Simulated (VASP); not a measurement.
Write the native input for VASP 6.6.1 that does the following.

| Item | Value |
| --- | --- |
| Task | single point |
| Functional | PBE |
| Potentials or basis | VASP PAW PBE potentials, release 64 (Zr_sv, B) |
| Cutoff | 520 eV |
| k mesh | 15 × 15 × 12 |
| Occupations | gaussian, width 0.1 eV |
| Spin | no spin polarisation |
| Dipole correction | no |
| Further INCAR settings | ALGO = Normal; EDIFF = 1e-06; NBANDS = 16 |

The structure of ZrB2 lies in POSCAR:

```
ZrB2
1.0
    3.0781407008      0.0000000000      0.0000000000
   -1.5390703504      2.6657480433      0.0000000000
    0.0000000000      0.0000000000      3.4212707600
Zr B
1 2
Direct
    0.0000000000      0.0000000000      0.0000000000
    0.3333333333      0.6666666667      0.5000000000
    0.6666666667      0.3333333333      0.5000000000
```

This cell differs from its parent crystal: volume scaled by 0.91, then relaxed in part.

These files were run (other wordings do the same):

INCAR

```
PREC = Accurate ; ENCUT = 520
EDIFF = 1E-6 ; ISMEAR = 0
SIGMA = 0.1 ; LREAL = F
LASPH = T ; NELM = 80
ALGO = Normal ; ISIF = 2
LWAVE = F ; LCHARG = F
GGA = PE ; NBANDS = 16
```

KPOINTS

```
regular mesh
0
Gamma
  15 15 12
```

Potentials or basis: VASP PAW PBE potentials, release 64 (Zr_sv, B).

Command:

```sh
$ cat potpaw_PBE.64/Zr_sv/POTCAR potpaw_PBE.64/B/POTCAR > POTCAR
$ mpirun -np 1 vasp_std > vasp.out
```

It gave:

The pressure is 27.2 GPa and the band gap on the k mesh is zero (band 9 reaches 12.38 eV, above the bottom of band 10 at 11.29 eV).

It used 43 s of CPU time on 1 thread of Intel Xeon 6975P-C (shared host).
